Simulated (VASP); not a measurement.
# Cl (Cmce) in VASP: settings compared, part 2 of 3

VASP 6.6.1. The steps go on from the part before.

## Step 4: Single point, PBEsol

This run uses another cell than the first one, of 14.84 Å³/atom.

INCAR reads:

```
SYSTEM = Cl
ALGO = Normal
EDIFF = 1E-6
ENCUT = 520
GGA = PS
ISIF = 2
ISMEAR = -1
LASPH = .True.
LCHARG = .True.
LELF = .True.
LREAL = .False.
LVHAR = .True.
LWAVE = .False.
NBANDS = 22
NELM = 80
PREC = Accurate
SIGMA = 0.05
```

KPOINTS reads:

```
k-points
0
Gamma
  7 7 4
  0 0 0
```

POSCAR reads:

```
Cl
1.0
    2.5051601485     -1.6390758053      0.0000000000
    2.5051601485      1.6390758053      0.0000000000
    0.0000000000      0.0000000000      7.2300222114
Cl
4
Direct
    0.3338731776      0.6661268224      0.3813201723
    0.1661268224      0.8338731776      0.8813201723
    0.6661268224      0.3338731776      0.6186798277
    0.8338731776      0.1661268224      0.1186798277
```

Potentials or basis: VASP PAW PBE potentials, release 64 (Cl).

Run with:

```bash
cat potpaw_PBE.64/Cl/POTCAR > POTCAR
mpirun -np 1 vasp_std > vasp.out
```

OUTCAR:

```text
SYSTEM = Cl
   EDIFF = 1E-6
   ENCUT = 520
   GGA = PS
   ISIF = 2
   ISMEAR = -1
   LASPH = .True.
   LREAL = .False.
   NELM = 80
   PREC = Accurate

 ion  position               nearest neighbor table
   1  0.334  0.666  0.381-   3 2.03   4 2.51   4 2.51
   2  0.166  0.834  0.881-   4 2.03   3 2.51   3 2.51
   3  0.666  0.334  0.619-   1 2.03   2 2.51   2 2.51
   4  0.834  0.166  0.119-   2 2.03   1 2.51   1 2.51

  LATTYP: Found a base centered orthorhombic cell.
 ALAT       =     3.2781516106
 B/A-ratio  =     1.5283979792
 C/A-ratio  =     2.2055179474

  Lattice vectors:

 A1 = (  -2.5051601485,  -1.6390758053,   0.0000000000)
 A2 = (   2.5051601485,  -1.6390758053,   0.0000000000)
 A3 = (   0.0000000000,   0.0000000000,   7.2300222114)

Analysis of symmetry for initial positions (statically):
=====================================================================
 Subroutine PRICEL returns:
 Original cell was already a primitive cell.

 Routine SETGRP: Setting up the symmetry group for a
 base centered orthorhombic supercell.

 Subroutine GETGRP returns: Found  8 space group operations
 (whereof  4 operations were pure point group operations)
 out of a pool of  8 trial point group operations.

The static configuration has the point symmetry C_2h.
 The point group associated with its full space group is D_2h.

Analysis of symmetry for dynamics (positions and initial velocities):
=====================================================================
 Subroutine PRICEL returns:
 Original cell was already a primitive cell.

 Routine SETGRP: Setting up the symmetry group for a
 base centered orthorhombic supercell.

 Subroutine GETGRP returns: Found  8 space group operations
 (whereof  4 operations were pure point group operations)
 out of a pool of  8 trial point group operations.

The dynamic configuration has the point symmetry C_2h.
 The point group associated with its full space group is D_2h.

 Subroutine INISYM returns: Found  8 space group operations
 (whereof  4 operations are pure point group operations),
 and found     1 'primitive' translations

----------------------------------------------------------------------------------------

                                     Primitive cell

  volume of cell :      59.3751

  direct lattice vectors                    reciprocal lattice vectors
     2.505160148 -1.639075805  0.000000000     0.199588038 -0.305049955  0.000000000
     2.505160148  1.639075805  0.000000000     0.199588038  0.305049955  0.000000000
     0.000000000  0.000000000  7.230022211     0.000000000  0.000000000  0.138312162

  length of vectors
     2.993726251  2.993726251  7.230022211     0.364541986  0.364541986  0.138312162

  position of ions in fractional coordinates (direct lattice)
     0.333873178  0.666126822  0.381320172
     0.166126822  0.833873178  0.881320172
     0.666126822  0.333873178  0.618679828
     0.833873178  0.166126822  0.118679828

  ion indices of the primitive-cell ions
   primitive index   ion index
                 1           1
                 2           2
                 3           3
                 4           4

----------------------------------------------------------------------------------------

 KPOINTS: k-points

Automatic generation of k-mesh.
 Grid dimensions read from file:
 generate k-points for:    7    7    4

 Generating k-lattice:

  Cartesian coordinates                     Fractional coordinates (reciprocal lattice)
     0.028512577 -0.043578565  0.000000000     0.142857143 -0.000000000  0.000000000
     0.028512577  0.043578565  0.000000000    -0.000000000  0.142857143  0.000000000
     0.000000000  0.000000000  0.034578040     0.000000000  0.000000000  0.250000000

  Length of vectors
     0.052077427  0.052077427  0.034578040

  Shift w.r.t. Gamma in fractional coordinates (k-lattice)
     0.000000000  0.000000000  0.000000000

 Subroutine IBZKPT returns following result:
 ===========================================

 Found     48 irreducible k-points:

 Following reciprocal coordinates:
            Coordinates               Weight
  0.000000  0.000000  0.000000      1.000000
  0.142857  0.000000  0.000000      4.000000
  0.285714 -0.000000  0.000000      4.000000
  0.428571 -0.000000  0.000000      4.000000
  0.142857  0.142857  0.000000      2.000000
  0.285714  0.142857  0.000000      4.000000
[... 16 lines left out ...]
  0.428571  0.142857  0.250000      8.000000
 -0.428571  0.142857  0.250000      8.000000
 [... further k-points ...]
   k-points           NKPTS =     48   k-points in BZ     NKDIM =     48   number of bands    NBANDS=     22
   number of dos      NEDOS =    301   number of ions     NIONS =      4
   total plane-waves  NPLWV =  31104
   dimension x,y,z NGX =    24 NGY =   24 NGZ =   54
   dimension x,y,z NGXF=    48 NGYF=   48 NGZF=  108
   ions per type =               4
   NGX,Y,Z   is equivalent  to a cutoff of  13.33, 13.33, 12.42 a.u.
   NGXF,Y,Z  is equivalent  to a cutoff of  26.66, 26.66, 24.83 a.u.
 SYSTEM =  Cl
   PREC   = accura    normal or accurate (medium, high low for compatibility)
   ISTART =      0    job   : 0-new  1-cont  2-samecut
   ICHARG =      2    charge: 1-file 2-atom 10-const
   ISPIN  =      1    spin polarized calculation?
   LNONCOLLINEAR =      F non collinear calculations
   LSORBIT =      F    spin-orbit coupling
   LASPH  =      T    aspherical Exc in radial PAW
   ENCUT  =  520.0 eV  38.22 Ry    6.18 a.u.   5.57  5.57 13.44*2*pi/ulx,y,z
   NELM   =     80;   NELMIN=  2; NELMDL= -5     # of ELM steps
   EDIFF  = 0.1E-05   stopping-criterion for ELM
   LREAL  =      F    real-space projection
   EDIFFG = 0.1E-04   stopping-criterion for IOM
   NSW    =      0    number of steps for IOM
   IBRION =     -1    ionic relax: 0-MD 1-quasi-New 2-CG
   NFREE  =      0    steps in history (QN), initial steepest desc. (CG)
   ISIF   =      2    stress and relaxation
   ISYM   =      2    0-nonsym 1-usesym 2-fastsym
   POTIM  = 0.5000    time-step for ionic-motion
   TEBEG  =    0.0;   TEEND  =   0.0 temperature during run
   PSTRESS=    0.0 pullay stress
   NELECT =      28.0000    total number of electrons
   NUPDOWN=      -1.0000    fix difference up-down
   EMIN   =  10.00;   EMAX   =-10.00  energy-range for DOS
   EFERMI =   0.00;   METHOD = LEGACY
   ISMEAR =    -1;   SIGMA  =   0.05  broadening in eV -4-tet -1-fermi 0-gaus
   EFERMI_NEDOS =   21; number of points for ismear=-14 and -15
   IALGO  =     38    algorithm
   IMIX   =      4    mixing-type and parameters
     AMIX     =   0.40;   BMIX     =  1.00
     AMIX_MAG =   1.60;   BMIX_MAG =  1.00
  volume/ion in A,a.u.               =      14.84       100.17
  Fermi-wavevector in a.u.,A,eV,Ry     =   1.274264  2.408010 22.092447  1.623749
  Thomas-Fermi vector in A             =   2.407042
   LORBIT       =      0    0 simple, 1 ext, 2 COOP (PROOUT), +10 PAW based schemes
   GGA     = PS    functional components
   LHFCALC =     F    Hartree Fock is set to
   AEXX    =    0.0000 exact exchange contribution
   IVDW    =     0    specifies the selected vdW correction
   LEPSILON=     F    determine dielectric tensor
   LRPA    =     F    only Hartree local field effects (RPA)
 non-spin polarized calculation
  energy-cutoff  :      520.00
  volume of cell :       59.38
 maximum number of plane-waves:      1622
 NGX is ok and might be reduce to    24
   NGX = 11   NGY = 11   NGZ = 27

 number of electron      27.9999999 magnetization

 Free energy of the ion-electron system (eV)
  ---------------------------------------------------
  ext. energy  EPLUGINS =         0.00000000
  ---------------------------------------------------
  free energy    TOTEN  =        -5.89761202 eV

  energy without entropy =       -5.89761198  energy(sigma->0) =       -5.89761200

 E-fermi :   7.6275     XC(G=0): -11.4374

 val. band max:        6.8707726981   @ k =   0.0000   0.0000   0.0000
 cond. band min:       8.3576689790   @ k =   0.4286   0.4286   0.2500
 fundamental gap:      1.4868962809
 Fermi energy:         7.6274722181

 k-point     1 :       0.0000    0.0000    0.0000
  band No.  band energies     occupation
      1     -12.7038      2.00000
      2     -11.2032      2.00000
      3      -9.3881      2.00000
      4      -5.5267      2.00000
      5      -1.3785      2.00000
      6       2.5206      2.00000
[... 589 lines left out ...]
     21      18.7806      0.00000
     22      19.1209      0.00000

 [... further k-points ...]

------------------------ aborting loop because EDIFF is reached ----------------------------------------

  FORCE on cell =-STRESS in cart. coord.  units (eV):
  Direction    XX          YY          ZZ          XY          YZ          ZX
  --------------------------------------------------------------------------------------
  -------------------------------------------------------------------------------------
  Total       11.0340456     10.9707232     10.8142728      0.0000000     -0.0000000      0.0000000
  in kB      297.7427511    296.0340594    291.8123988      0.0000000     -0.0000000      0.0000000
  external PRESSURE =     295.1964031 kB  Pullay stress =       0.0000000 kB

 VOLUME and BASIS-vectors are now :
 -----------------------------------------------------------------------------
  energy-cutoff  :      520.00
  volume of cell :       59.38
      direct lattice vectors                 reciprocal lattice vectors
     2.505160148 -1.639075805  0.000000000     0.199588038 -0.305049955  0.000000000
     2.505160148  1.639075805  0.000000000     0.199588038  0.305049955  0.000000000
     0.000000000  0.000000000  7.230022211     0.000000000  0.000000000  0.138312162

 POSITION                                       TOTAL-FORCE (eV/Angst)
 -----------------------------------------------------------------------------------
      2.50516      0.54459      2.75695         0.000000     -0.066524      0.115834
      2.50516      1.09449      6.37196         0.000000      0.066524      0.115834
      2.50516     -0.54459      4.47307         0.000000      0.066524     -0.115834
      2.50516     -1.09449      0.85806         0.000000     -0.066524     -0.115834
 -----------------------------------------------------------------------------------
    total drift:                               -0.000000     -0.000000      0.000000

  FREE ENERGIE OF THE ION-ELECTRON SYSTEM (eV)
  ---------------------------------------------------
  free  energy   TOTEN  =        -5.8976120217 eV

  energy  without entropy=       -5.8976119828  energy(sigma->0) =       -5.89761200
```

stdout:

```text
POSCAR found type information on POSCAR Cl
 POSCAR found :  1 types and       4 ions
 scaLAPACK will be used
 -----------------------------------------------------------------------------
|                                                                             |
|                                                                             |
|     You enforced a specific xc type in the INCAR file but a different       |
|     I HOPE YOU KNOW WHAT YOU ARE DOING!                                     |
|                                                                             |
 -----------------------------------------------------------------------------

 LDA part: xc-table for (Slater+PW92), standard interpolation
 POSCAR, INCAR and KPOINTS ok, starting setup
 FFT: planning ... GRIDC
 FFT: planning ... GRID_SOFT
 FFT: planning ... GRID
 WAVECAR not read
 entering main loop
```

Wall time 24 s (1 thread of Intel Xeon 6975P-C (Granite Rapids), shared host); peak memory 0.18 GiB.

Results:

```yaml
Free_energy: -5.8976 eV
Pressure: 29.5 GPa
Largest_force: 0.134 eV/Å
Band_gap_on_the_k_mesh: 1.49 eV (least direct gap 2.09 eV)
```

Forces in eV/Å, atoms in the order of the input:
```
Cl   0.000 -0.067  0.116
Cl   0.000  0.067  0.116
Cl   0.000  0.067 -0.116
Cl   0.000 -0.067 -0.116
```

Caveat: the cell stands under pressure; the PAW data sets were made with another functional, which shifts forces and pressure a little. A k mesh can miss the band edges.

## Step 5: Single point, PBEsol

This run uses another cell than the first one, of 16.10 Å³/atom.

INCAR reads:

```
SYSTEM = Cl
PREC = Accurate
ENCUT = 520
EDIFF = 1E-6
ISMEAR = -1
SIGMA = 0.05
LREAL = .FALSE.
LASPH = .TRUE.
NELM = 100
ALGO = Normal
ISIF = 2
LWAVE = .FALSE.
LCHARG = .TRUE.
GGA = PS
LELF = .TRUE.
LVHAR = .TRUE.
NBANDS = 22
```

KPOINTS reads:

```
regular mesh
0
G
  7 7 4
  0 0 0
```

POSCAR reads:

```
Cl
1.0
    2.5958075038     -1.6865214381      0.0000000000
    2.5958075038      1.6865214381      0.0000000000
    0.0000000000      0.0000000000      7.3528691827
Cl
4
Direct
    0.3400822085      0.6599177915      0.3824103275
    0.1599177915      0.8400822085      0.8824103275
    0.6599177915      0.3400822085      0.6175896725
    0.8400822085      0.1599177915      0.1175896725
```

Potentials or basis: VASP PAW PBE potentials, release 64 (Cl).

Run with:

```bash
cat potpaw_PBE.64/Cl/POTCAR > POTCAR
mpirun -np 1 vasp_std > vasp.out
```

OUTCAR:

```text
SYSTEM = Cl
   PREC = Accurate
   ENCUT = 520
   EDIFF = 1E-6
   ISMEAR = -1
   LREAL = .FALSE.
   LASPH = .TRUE.
   NELM = 100
   ISIF = 2
   GGA = PS

 ion  position               nearest neighbor table
   1  0.340  0.660  0.382-   3 2.04   4 2.58   4 2.58
   2  0.160  0.840  0.882-   4 2.04   3 2.58   3 2.58
   3  0.660  0.340  0.618-   1 2.04   2 2.58   2 2.58
   4  0.840  0.160  0.118-   2 2.04   1 2.58   1 2.58

  LATTYP: Found a base centered orthorhombic cell.
 ALAT       =     3.3730428762
 B/A-ratio  =     1.5391488333
 C/A-ratio  =     2.1798920004

  Lattice vectors:

 A1 = (  -2.5958075038,  -1.6865214381,   0.0000000000)
 A2 = (   2.5958075038,  -1.6865214381,   0.0000000000)
 A3 = (   0.0000000000,   0.0000000000,   7.3528691827)

Analysis of symmetry for initial positions (statically):
=====================================================================
 Subroutine PRICEL returns:
 Original cell was already a primitive cell.

 Routine SETGRP: Setting up the symmetry group for a
 base centered orthorhombic supercell.

 Subroutine GETGRP returns: Found  8 space group operations
 (whereof  4 operations were pure point group operations)
 out of a pool of  8 trial point group operations.

The static configuration has the point symmetry C_2h.
 The point group associated with its full space group is D_2h.

Analysis of symmetry for dynamics (positions and initial velocities):
=====================================================================
 Subroutine PRICEL returns:
 Original cell was already a primitive cell.

 Routine SETGRP: Setting up the symmetry group for a
 base centered orthorhombic supercell.

 Subroutine GETGRP returns: Found  8 space group operations
 (whereof  4 operations were pure point group operations)
 out of a pool of  8 trial point group operations.

[... 119 lines left out ...]
   EFERMI =   0.00;   METHOD = LEGACY
   ISMEAR =    -1;   SIGMA  =   0.05  broadening in eV -4-tet -1-fermi 0-gaus
   EFERMI_NEDOS =   21; number of points for ismear=-14 and -15
   IALGO  =     38    algorithm
   IMIX   =      4    mixing-type and parameters
     AMIX     =   0.40;   BMIX     =  1.00
     AMIX_MAG =   1.60;   BMIX_MAG =  1.00
  volume/ion in A,a.u.               =      16.10       108.61
  Fermi-wavevector in a.u.,A,eV,Ry     =   1.240349  2.343919 20.932084  1.538465
  Thomas-Fermi vector in A             =   2.374793
   LORBIT       =      0    0 simple, 1 ext, 2 COOP (PROOUT), +10 PAW based schemes
   GGA     = PS    functional components
   LHFCALC =     F    Hartree Fock is set to
   AEXX    =    0.0000 exact exchange contribution
   IVDW    =     0    specifies the selected vdW correction
   LEPSILON=     F    determine dielectric tensor
   LRPA    =     F    only Hartree local field effects (RPA)
 non-spin polarized calculation
  energy-cutoff  :      520.00
  volume of cell :       64.38
 maximum number of plane-waves:      1745
   NGX = 11   NGY = 11   NGZ = 27

 number of electron      27.9999997 magnetization

 Free energy of the ion-electron system (eV)
  ---------------------------------------------------
  ext. energy  EPLUGINS =         0.00000000
  ---------------------------------------------------
  free energy    TOTEN  =        -6.66943369 eV

  energy without entropy =       -6.66943368  energy(sigma->0) =       -6.66943368

 E-fermi :   6.4619     XC(G=0): -10.9986

 val. band max:        5.6488997321   @ k =   0.0000   0.0000   0.0000
 cond. band min:       7.2744973131   @ k =   0.4286   0.4286   0.2500
 fundamental gap:      1.6255975810
 Fermi energy:         6.4619159562

 k-point     1 :       0.0000    0.0000    0.0000
  band No.  band energies     occupation
      1     -13.2646      2.00000
      2     -11.9787      2.00000
      3      -9.9333      2.00000
      4      -6.6541      2.00000
      5      -2.0812      2.00000
      6       1.3757      2.00000
[... 589 lines left out ...]
     21      17.3923      0.00000
     22      17.9127      0.00000

 [... further k-points ...]

------------------------ aborting loop because EDIFF is reached ----------------------------------------

  FORCE on cell =-STRESS in cart. coord.  units (eV):
  Direction    XX          YY          ZZ          XY          YZ          ZX
  --------------------------------------------------------------------------------------
  -------------------------------------------------------------------------------------
  Total        7.9650511      7.9070930      7.7299372      0.0000000     -0.0000000      0.0000000
  in kB      198.2202244    196.7778654    192.3691234      0.0000000     -0.0000000      0.0000000
  external PRESSURE =     195.7890710 kB  Pullay stress =       0.0000000 kB

 VOLUME and BASIS-vectors are now :
 -----------------------------------------------------------------------------
  energy-cutoff  :      520.00
  volume of cell :       64.38
      direct lattice vectors                 reciprocal lattice vectors
     2.595807504 -1.686521438  0.000000000     0.192618289 -0.296468215  0.000000000
     2.595807504  1.686521438  0.000000000     0.192618289  0.296468215  0.000000000
     0.000000000  0.000000000  7.352869183     0.000000000  0.000000000  0.136001332

 POSITION                                       TOTAL-FORCE (eV/Angst)
 -----------------------------------------------------------------------------------
      2.59581      0.53941      2.81181         0.000000     -0.064616      0.114554
      2.59581      1.14711      6.48825         0.000000      0.064616      0.114554
      2.59581     -0.53941      4.54106         0.000000      0.064616     -0.114554
      2.59581     -1.14711      0.86462         0.000000     -0.064616     -0.114554
 -----------------------------------------------------------------------------------
    total drift:                               -0.000000     -0.000000     -0.000000

  FREE ENERGIE OF THE ION-ELECTRON SYSTEM (eV)
  ---------------------------------------------------
  free  energy   TOTEN  =        -6.6694336869 eV

  energy  without entropy=       -6.6694336779  energy(sigma->0) =       -6.66943368
```

stdout:

```text
POSCAR found type information on POSCAR Cl
 POSCAR found :  1 types and       4 ions
 scaLAPACK will be used
 -----------------------------------------------------------------------------
|                                                                             |
|                                                                             |
|     You enforced a specific xc type in the INCAR file but a different       |
|     I HOPE YOU KNOW WHAT YOU ARE DOING!                                     |
|                                                                             |
 -----------------------------------------------------------------------------

 LDA part: xc-table for (Slater+PW92), standard interpolation
 POSCAR, INCAR and KPOINTS ok, starting setup
 FFT: planning ... GRIDC
 FFT: planning ... GRID_SOFT
 FFT: planning ... GRID
 WAVECAR not read
 entering main loop
```

Wall time 23 s (1 thread of Intel Xeon 6975P-C (Granite Rapids), shared host); peak memory 0.19 GiB.

Results:

```yaml
Free_energy: -6.6694 eV
Pressure: 19.6 GPa
Largest_force: 0.132 eV/Å
Band_gap_on_the_k_mesh: 1.63 eV (least direct gap 2.10 eV)
```

Forces in eV/Å, atoms in the order of the input:
```
Cl   0.000 -0.065  0.115
Cl   0.000  0.065  0.115
Cl   0.000  0.065 -0.115
Cl   0.000 -0.065 -0.115
```

Stress tensor (GPa, compression positive):
```
19.82  0.00  0.00
 0.00 19.68  0.00
 0.00  0.00 19.24
```

Levels at points of the mesh, in eV from the valence-band top:
```tsv
k point	band 10	band 11	band 12	band 13	band 14	band 15	band 16	band 17	band 18	band 19
(0.00, 0.00, 0.00)	-1.58	-1.37	-1.29	-0.08	0.00	2.10	3.26	6.43	7.53	8.62
(0.00, 0.00, 0.50)	-1.48	-1.46	-1.46	-0.04	-0.04	2.42	2.42	7.86	7.86	8.88
```

Caveat: the cell stands under pressure; this functional lacks dispersion, which holds the molecules together, so the pressure and a relaxed volume are unreliable; the PAW data sets were made with another functional, which shifts forces and pressure a little. A k mesh can miss the band edges.

(Continued in part 3 of 3.)
